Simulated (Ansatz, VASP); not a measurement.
**LiBr: VASP beside Ansatz**

```
Li Br
1.0
     0.00000    2.80945    2.80945
     2.80945    0.00000    2.80945
     2.80945    2.80945    0.00000
Li Br
1 1
Direct
  0.00000 0.00000 0.00000
  0.50000 0.50000 0.50000
```

Alike in both runs: task single point; functional PBE; k mesh 8 × 8 × 8; occupations gaussian, width 0.02 eV; no spin polarisation.

|  | VASP | Ansatz |
| --- | --- | --- |
| version | VASP 6.6.1 | Ansatz 0.2.0 |
| potentials or method | VASP PAW PBE potentials, release 64 (Li_sv, Br), cutoff 750 eV | scalar-relativistic, plane waves, PAW |
| valence electrons in the cell | 10 | 10 |

```tsv
	VASP	Ansatz	Ansatz less VASP
gap on the k mesh at the Fermi level (eV)	4.68	4.68	-0.003
least direct gap on the mesh (eV)	4.68	4.68	-0.003
pressure (GPa)	-1.4	-1.3	+0.04
```
